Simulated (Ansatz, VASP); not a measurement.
# AlN: VASP beside Ansatz

```
CELL_PARAMETERS angstrom
3.11382 0.00000 0.00000
-1.55691 2.69664 0.00000
0.00000 0.00000 4.98357
ATOMIC_POSITIONS crystal
Al 0.33333 0.66667 0.99801
Al 0.66667 0.33333 0.49801
N 0.33333 0.66667 0.37999
N 0.66667 0.33333 0.87999
```

Alike in both runs: task single point; functional PBEsol; k mesh 9 × 9 × 6; occupations gaussian, width 0.02 eV; no spin polarisation.

|  | VASP | Ansatz |
| --- | --- | --- |
| version | VASP 6.6.1 | Ansatz 0.2.0 |
| potentials or method | VASP PAW PBE potentials, release 64 (Al, N), cutoff 600 eV | scalar-relativistic, plane waves, PAW |
| valence electrons in the cell | 16 | 16 |

Ansatz gave:

- gap on the k mesh at the Fermi level (eV): 4.09
- least direct gap on the mesh (eV): 4.09
- pressure (GPa): 0.0

What did VASP give for the same quantities?

gap on the k mesh at the Fermi level (eV): 4.11; least direct gap on the mesh (eV): 4.11; pressure (GPa): -0.2.

VASP's potentials were made for PBE, not for PBEsol. With one functional, cell and mesh, what is left measures potentials, basis and numerics.
